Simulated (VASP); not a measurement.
Here is a VASP 6.6.1 calculation.

File POSCAR:

```
Co
1.0
    2.3676501298      0.0000000000      0.0000000000
   -1.1838250649      2.0504451597      0.0000000000
    0.0000000000      0.0000000000      4.2275502368
Co
2
Direct
    0.3333333333      0.6666666667      0.2500000000
    0.6666666667      0.3333333333      0.7500000000
```

The input INCAR.step1:

```
PREC     = Accurate       # precision mode
ENCUT    = 520            # plane-wave cutoff, eV
ISMEAR   = -1             # smearing method
SIGMA    = 0.05           # smearing width, eV
LREAL    = F              # projectors in reciprocal space
LASPH    = T              # aspherical terms in the spheres
NELM     = 150            # most SCF steps
ISPIN    = 2              # spin polarisation
MAGMOM   = 1.911 -1.911   # initial moments
LMAXMIX  = 4              # l up to which the mixer works
NBANDS   = 20             # bands
GGA      = PE             # functional
ALGO     = Normal         # electronic algorithm
EDIFF    = 1E-4           # SCF threshold, eV
LWAVE    = T              # write WAVECAR
LCHARG   = F              # write CHGCAR
```

File INCAR.step2:

```
PREC     = Accurate       # precision mode
ENCUT    = 520            # plane-wave cutoff, eV
EDIFF    = 1E-6           # SCF threshold, eV
ISMEAR   = -1             # smearing method
SIGMA    = 0.05           # smearing width, eV
LREAL    = F              # projectors in reciprocal space
LASPH    = T              # aspherical terms in the spheres
NELM     = 150            # most SCF steps
ALGO     = Normal         # electronic algorithm
ISIF     = 2              # what is computed and relaxed
LWAVE    = F              # write WAVECAR
LCHARG   = F              # write CHGCAR
ISPIN    = 2              # spin polarisation
MAGMOM   = 1.911 -1.911   # initial moments
LORBIT   = 11             # projections on sites
LMAXMIX  = 4              # l up to which the mixer works
METAGGA  = R2SCAN         # meta-GGA
LMIXTAU  = T            
NBANDS   = 20             # bands
ISTART   = 1
```

Contents of KPOINTS:

```
Automatic mesh
0
Gamma
  24 24 12
```

Potentials or basis: VASP PAW PBE potentials, release 64 (Co).

Run with:

```sh
$ cat potpaw_PBE.64/Co/POTCAR > POTCAR
$ cp INCAR.step1 INCAR
$ mpirun -np 1 vasp_std > vasp.out
$ cp INCAR.step2 INCAR
$ mpirun -np 1 vasp_std > vasp.out
```

Estimate the net moment.

0.00 μB per cell.

What does it give for the site moments?

Co +1.75, -1.75 μB.

Predict the band gap on the k mesh.

zero (filled and empty bands overlap).

Stress tensor (GPa, compression positive):
```
20.58  0.00  0.00
 0.00 20.58  0.00
 0.00  0.00 13.69
```

Caveat: the stress differs along the axes, from 14 to 21 GPa; the antiferromagnetic order is the one typed at the start, and another may lie lower; the PAW data sets were made with another functional, which shifts forces and pressure a little.
